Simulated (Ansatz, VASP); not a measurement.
**One calculation of B, two programs**

```
B
1.0
     2.84732    0.00000    0.00000
    -1.42366    2.46585    0.00000
     0.00000    0.00000    6.59597
B
7
Direct
  0.66667 0.33333 0.66390
  0.00000 0.00000 0.75526
  0.66667 0.33333 0.91311
  0.33333 0.66667 0.08689
  0.00000 0.00000 0.24474
  0.33333 0.66667 0.33610
  0.00000 0.00000 0.50000
```

Alike in both runs: task relaxation of cell and atoms; functional PBE; k mesh 6 × 6 × 4; occupations gaussian, width 0.1 eV; no spin polarisation.

|  | VASP | Ansatz |
| --- | --- | --- |
| version | VASP 6.6.1 | Ansatz 0.2.0 |
| potentials or method | VASP PAW PBE potentials, release 64 (B), cutoff 600 eV | scalar-relativistic, plane waves, PAW |
| valence electrons in the cell | 21 | 21 |

Ansatz gave:

- gap on the k mesh at the Fermi level, each at its own relaxed structure (eV): none
- relaxed volume (Å³/atom): 6.63
- relaxed length of the cell vector where the two differ most in proportion (Å): 2.842

Question: Which values does VASP return?

Answer: gap on the k mesh at the Fermi level, each at its own relaxed structure (eV): none; relaxed volume (Å³/atom): 6.64; relaxed length of the cell vector where the two differ most in proportion (Å): 2.843.

A gap of «none» marks a metal or a gap that the smearing closes.

The k mesh is coarse, so the values compare programs but aren't converged.
